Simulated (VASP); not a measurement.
Runs of VASP 6.6.1 on Si2C. The structure is that of space group P-3m1 (No. 164), or close to it. The cells are those of the table. 

| task | spin | cell | k mesh | cutoff (eV) | gap on the mesh (eV) | pressure (GPa) | largest force (eV/Å) |
| --- | --- | --- | --- | --- | --- | --- | --- |
| single point | off | a = 2.734, b = 2.734, c = 13.344 Å, angles 90.0, 90.0, 120.0°, 6 atoms | 6 × 6 × 2 | 520 | none | -11.9 | 1.55 |
| single point | off | a = 3.104, b = 3.104, c = 9.893 Å, angles 90.0, 90.0, 120.0°, 6 atoms | 6 × 6 × 2 | 520 | none | (a) | 0.01 |
| single point | collinear, ferromagnetic start | a = 2.734, b = 2.734, c = 13.344 Å, angles 90.0, 90.0, 120.0°, 6 atoms | 6 × 6 × 2 | 520 | none | -11.9 | 1.55 |
| single point | off | a = 3.110, b = 3.110, c = 9.841 Å, angles 90.0, 90.0, 120.0°, 6 atoms | 12 × 12 × 4 | 520 | none | -0.1 | 0.01 |
| relaxation of cell and atoms | off | relaxed from a = 2.734, b = 2.734, c = 13.344 Å, angles 90.0, 90.0, 120.0°, 6 atoms | 6 × 6 × 2 | 600 | none | 0.0 | 0.01 |

Alike in all rows: level PBE; potentials or basis VASP PAW PBE potentials, release 64 (Si, C); smearing gaussian 0.1 eV.

Task: Fill in the values left out.

Result: (a) -0.3.

Caveats: some runs use coarse meshes; forces of over 1 eV/Å act on the atoms, so gaps and moduli don't describe the material at rest (some runs).

A gap of «none» marks levels without a gap at the run's occupations.
